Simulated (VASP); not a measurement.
Set up this calculation in VASP 6.6.1, as the native input.

```
Task                   : single point
Functional             : PBEsol
Dispersion             : D4
Potentials or basis    : VASP PAW PBE potentials, release 64 (Ca_sv, O)
Cutoff                 : 600 eV
k mesh                 : 6 × 6 × 6
Occupations            : gaussian, width 0.1 eV
Spin                   : no spin polarisation
Dipole correction      : no
Further INCAR settings : ALGO = Normal; EDIFF = 1e-06; NBANDS = 15
```

The structure of CaO (r.b) lies in POSCAR:

```
CaO
1.0
    0.0000000000      2.3900000000      2.3900000000
    2.3900000000      0.0000000000      2.3900000000
    2.3900000000      2.3900000000      0.0000000000
Ca O
1 1
Direct
    0.0000000000      0.0000000000      0.0000000000
    0.5000000000      0.5000000000      0.5000000000
```

The input as run:

INCAR

```
PREC = Accurate
ENCUT = 600
EDIFF = 1E-6
ISMEAR = 0
SIGMA = 0.1
LREAL = F
LASPH = T
NELM = 120
ALGO = Normal
ISIF = 2
LWAVE = F
LCHARG = F
GGA = PS
IVDW = 13
NBANDS = 15
GGA_COMPAT = F
```

KPOINTS

```
Automatic mesh
0
Gamma
  6 6 6
```

Potentials or basis: VASP PAW PBE potentials, release 64 (Ca_sv, O).

Command:

```sh
$ cat potpaw_PBE.64/Ca_sv/POTCAR potpaw_PBE.64/O/POTCAR > POTCAR
$ mpirun -np 1 vasp_std > vasp.out
```

It gave:

* Pressure: -1.6 GPa
* Band gap on the k mesh: 3.53 eV, indirect (least direct gap 3.90 eV)
* Dispersion energy per atom: -0.096 eV

Caveat: the PAW data sets were made with another functional, which shifts forces and pressure a little.

It took 5.5 s on 1 thread of AMD EPYC 9R45 96-Core Processor (Zen 5), on a shared host, peak memory 0.13 GiB.
